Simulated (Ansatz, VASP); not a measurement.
## One calculation of W, two programs

```xyz
2
Lattice="0.0000 2.8792 2.8792 2.8792 0.0000 2.8792 2.8792 2.8792 0.0000" Properties=species:S:1:pos:R:3 pbc="T T T"
W     0.7198    0.7198    0.7198
W     5.0387    5.0387    5.0387
```

Alike in both runs: task single point; functional PBEsol; k mesh 11 × 11 × 11; occupations fermi-dirac, width 0.1 eV; no spin polarisation.

```csv
,VASP,Ansatz
version,VASP 6.6.1,Ansatz 0.2.0
potentials or method,"VASP PAW PBE potentials, release 64 (W_sv), cutoff 520 eV","plane waves (420 eV) with PAW, scalar-relativistic"
valence electrons in the cell,28,28
```

|  | VASP | Ansatz | Ansatz less VASP |
| --- | --- | --- | --- |
| pressure (GPa) | 0.6 | 0.0 | -0.65 |

VASP's potentials were made for PBE, not for PBEsol, and Ansatz warns of the same on its side. With one functional, cell and mesh, what is left measures potentials, basis and numerics.

Spin-orbit coupling is off throughout.
